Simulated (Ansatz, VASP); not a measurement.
# Two plane-wave programs on Ta

```
CELL_PARAMETERS angstrom
-1.64096 1.65128 1.64096
1.66160 -1.65128 1.66160
1.64096 1.65128 -1.64096
ATOMIC_POSITIONS crystal
Ta 0.00000 0.00000 0.00000
```

Change from the starting cell: strain +0.0125 x Voigt [0, 0, 0, 0, 1, 0], atoms carried along.

Alike in both runs: task single point; functional PBEsol; k mesh 20 × 20 × 20; occupations gaussian, width 0.15 eV; no spin polarisation.

|  | VASP | Ansatz |
| --- | --- | --- |
| version | VASP 6.6.1 | Ansatz 0.2.0 |
| potentials or method | VASP PAW PBE potentials, release 64 (Ta_pv), cutoff 520 eV | scalar-relativistic, plane waves, PAW |
| valence electrons in the cell | 11 | 13 |

VASP gave:

* gap on the k mesh at the Fermi level (eV): none
* pressure (GPa): -3.6
* traceless stress, the component that is largest in VASP (GPa): -0.96

Question: What did Ansatz give for the same quantities?

Answer: gap on the k mesh at the Fermi level (eV): none; pressure (GPa): -3.8; traceless stress, the component that is largest in VASP (GPa): -0.96.

VASP's potentials were made for PBE, not for PBEsol. A gap of «none» marks a metal or a gap that the smearing closes. VASP's potentials hold 11 valence electrons a cell and Ansatz's 13, so a difference there can come from the potentials and not from the codes.

Spin-orbit coupling is off throughout.
